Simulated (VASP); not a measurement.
# TaIn2 (P6/mmm) in VASP: notebook, part 2 of 2

VASP 6.6.1. Earlier steps stand in the parts before.

## Step 3: Relaxation of cell and atoms, PBE

INCAR

```
PREC = Accurate
ENCUT = 600
EDIFF = 1E-6
ISMEAR = 0
SIGMA = 0.1
LREAL = False
LASPH = True
NELM = 80
ALGO = Fast
ISIF = 3
LWAVE = False
LCHARG = False
GGA = PE
IBRION = 2
NSW = 100
EDIFFG = -0.01
```

KPOINTS

```
Automatic mesh
0
Gamma
  12 12 16
```

POSCAR

```
TaIn2
1.0
    5.0168941691      0.0000000000      0.0000000000
   -2.5084470845      4.3447577985      0.0000000000
    0.0000000000      0.0000000000      2.8856963981
Ta In
1 2
Direct
    0.0000000000      0.0000000000      0.0000000000
    0.3333333333      0.6666666667      0.5000000000
    0.6666666667      0.3333333333      0.5000000000
```

Potentials or basis: VASP PAW PBE potentials, release 64 (Ta_pv, In_d).

The run is started by

```console
$ cat potpaw_PBE.64/Ta_pv/POTCAR potpaw_PBE.64/In_d/POTCAR > POTCAR
$ mpirun -np 1 vasp_std > vasp.out
```

OUTCAR:

```text
PREC = Accurate
   ENCUT = 600
   EDIFF = 1E-6
   ISMEAR = 0
   LREAL = False
   LASPH = True
   NELM = 80
   ISIF = 3
   GGA = PE
   IBRION = 2
   NSW = 100
   EDIFFG = -0.01

 ion  position               nearest neighbor table
   1  0.000  0.000  0.000-   2 3.24   3 3.24   2 3.24   3 3.24   2 3.24   2 3.24   3 3.24   3 3.24
                             3 3.24   3 3.24   2 3.24   2 3.24
   2  0.333  0.667  0.500-   3 2.90   3 2.90   3 2.90   1 3.24   1 3.24   1 3.24   1 3.24   1 3.24
                             1 3.24
   3  0.667  0.333  0.500-   2 2.90   2 2.90   2 2.90   1 3.24   1 3.24   1 3.24   1 3.24   1 3.24
                             1 3.24

  LATTYP: Found a hexagonal cell.
 ALAT       =     5.0168941691
 C/A-ratio  =     0.5751957886

  Lattice vectors:

 A1 = (   5.0168941691,   0.0000000000,   0.0000000000)
 A2 = (  -2.5084470845,   4.3447577985,   0.0000000000)
 A3 = (   0.0000000000,   0.0000000000,   2.8856963981)

Analysis of symmetry for initial positions (statically):
=====================================================================
 Subroutine PRICEL returns:
 Original cell was already a primitive cell.

[... 179 lines left out ...]
  --------------------------------------------------------------------------------------
  -------------------------------------------------------------------------------------
  Total        0.0343473      0.0343473     -0.1071497      0.0000000      0.0000000      0.0000000
  in kB        0.8748867      0.8748867     -2.7292943      0.0000000      0.0000000      0.0000000
  external PRESSURE =      -0.3265070 kB  Pullay stress =       0.0000000 kB
[... 61 lines left out ...]
--------------------------------------- Ionic step        3  -------------------------------------------

 number of electron      37.0000005 magnetization

 Free energy of the ion-electron system (eV)
  ---------------------------------------------------
  ext. energy  EPLUGINS =         0.00000000
  ---------------------------------------------------
  free energy    TOTEN  =       -15.70388595 eV

  energy without entropy =      -15.69530507  energy(sigma->0) =      -15.69959551

 E-fermi :   8.3209     XC(G=0): -11.5343

 val. band max:        8.3207034096   @ k =   0.1667  -0.0000   0.0000
 cond. band min:       8.3209259031   @ k =   0.3333  -0.0000   0.2500
 fundamental gap:      0.0002224935
 Fermi energy:         8.3208818587

 k-point     1 :       0.0000    0.0000    0.0000
  band No.  band energies     occupation
      1     -26.4193      2.00000
      2     -26.4193      2.00000
      3     -25.7897      2.00000
      4      -6.8457      2.00000
      5      -6.5605      2.00000
      6      -6.3084      2.00000
[... 589 lines left out ...]
     21      11.0374      0.00000
     22      11.3460      0.00000

 [... further k-points ...]

------------------------ aborting loop because EDIFF is reached ----------------------------------------

  FORCE on cell =-STRESS in cart. coord.  units (eV):
  Direction    XX          YY          ZZ          XY          YZ          ZX
  --------------------------------------------------------------------------------------
  -------------------------------------------------------------------------------------
  Total        0.0175725      0.0175725      0.0182038      0.0000000     -0.0000000     -0.0000000
  in kB        0.4478445      0.4478445      0.4639325      0.0000000     -0.0000000     -0.0000000
  external PRESSURE =       0.4532072 kB  Pullay stress =       0.0000000 kB
[... 18 lines left out ...]
  FREE ENERGIE OF THE ION-ELECTRON SYSTEM (eV)
  ---------------------------------------------------
  free  energy   TOTEN  =       -15.7038859484 eV

  energy  without entropy=      -15.6953050695  energy(sigma->0) =      -15.69959551

 reached required accuracy - stopping structural energy minimisation
```

OSZICAR:

```text
N       E                     dE             d eps       ncg     rms          rms(c)
DAV:   1     0.349197368436E+03    0.34920E+03   -0.20736E+04  7532   0.248E+03
DAV:   2     0.900612754051E+01   -0.34019E+03   -0.33690E+03  7584   0.521E+02
DAV:   3    -0.156464558402E+02   -0.24653E+02   -0.24191E+02  9324   0.157E+02
DAV:   4    -0.164492889514E+02   -0.80283E+00   -0.79364E+00  9400   0.284E+01
[... 21 lines left out ...]
       N       E                     dE             d eps       ncg     rms          rms(c)
DAV:   1    -0.157039054501E+02   -0.21747E-04   -0.75836E-04  9890   0.252E-01    0.236E-02
RMM:   2    -0.157038917145E+02    0.13736E-04   -0.18617E-05  7737   0.518E-02    0.125E-02
RMM:   3    -0.157038860848E+02    0.56297E-05   -0.13583E-05  7322   0.278E-02    0.300E-03
RMM:   4    -0.157038859484E+02    0.13637E-06   -0.31887E-06  5631   0.184E-02
   3 F= -.15703886E+02 E0= -.15699596E+02  d E =-.105478E-03
```

It took 6.2 min on 1 thread of Intel Xeon Platinum 8488C (Sapphire Rapids), shared host; peak memory 0.42 GiB.

Results:

* Free energy: -15.7039 eV
* Relaxed volume: 20.96 Å³/atom
* Relaxed cell: a = 5.019 Å, b = 5.019 Å, c = 2.881 Å, α = 90.00°, β = 90.00°, γ = 120.00°
* Space group after relaxing (to 0.1 Å): P6/mmm (No. 191)
* Energy gained by relaxing: 0.0 meV/atom
* Ionic steps: 3
* Pressure after relaxing: 0.0 GPa
* Band gap on the k mesh: zero (an odd number of electrons rules out a gap without spin polarisation)

The path:
```
step  energy change (eV)  largest force (eV/Å)  pressure (GPa)  volume (Å³)
   1              0.0000                0.0000           -0.03        62.90
   2             -0.0001                0.0000            0.05        62.86
   3             -0.0001                0.0000            0.05        62.87
```

Final structure:
```
Ta In
1.0
     5.01929    0.00000    0.00000
    -2.50965    4.34683    0.00000
     0.00000    0.00000    2.88139
Ta In
1 2
Direct
  0.00000 0.00000 0.00000
  0.33333 0.66667 0.50000
  0.66667 0.33333 0.50000
```

Caveat: spin-orbit coupling is left out, which moves the levels of the heavy elements.
